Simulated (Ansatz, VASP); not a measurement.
One calculation of TaW3O4, two programs

```
CELL_PARAMETERS angstrom
-2.82455 2.82455 2.82455
2.82455 -2.82455 2.82455
2.82455 2.82455 -2.82455
ATOMIC_POSITIONS crystal
Ta 0.00000 0.00000 0.00000
W 0.50000 0.50000 0.00000
W 0.50000 0.00000 0.50000
W 0.00000 0.50000 0.50000
O 0.50000 0.50000 0.50000
O 0.00000 0.00000 0.50000
O 0.00000 0.50000 0.00000
O 0.50000 0.00000 0.00000
```

Alike in both runs: functional PBE; k mesh 4 × 4 × 4; occupations gaussian, width 0.1 eV; no spin polarisation.

Ansatz relaxed the structure, and its values are those at the end. VASP's run is a single point on that final structure, the one shown.

```csv
,VASP,Ansatz
version,VASP 6.6.1,Ansatz 0.2.0
potentials or method,"VASP PAW PBE potentials, release 64 (Ta_pv, W_sv, O), cutoff 520 eV","scalar-relativistic, plane waves, PAW"
valence electrons in the cell,77,79
```

Ansatz gave:

- gap on the k mesh at the Fermi level (eV): none
- pressure (GPa): 0.3

Estimate VASP's values.

gap on the k mesh at the Fermi level (eV): none; pressure (GPa): 1.0.

A gap of «none» marks a metal or a gap that the smearing closes. The functional is the same, so the differences come from potentials, cutoffs and numerics. VASP's potentials hold 77 valence electrons a cell and Ansatz's 79, so a difference there can come from the potentials and not from the codes.

The k mesh is coarse, so the values compare programs but aren't converged. Neither program's run includes spin-orbit coupling.
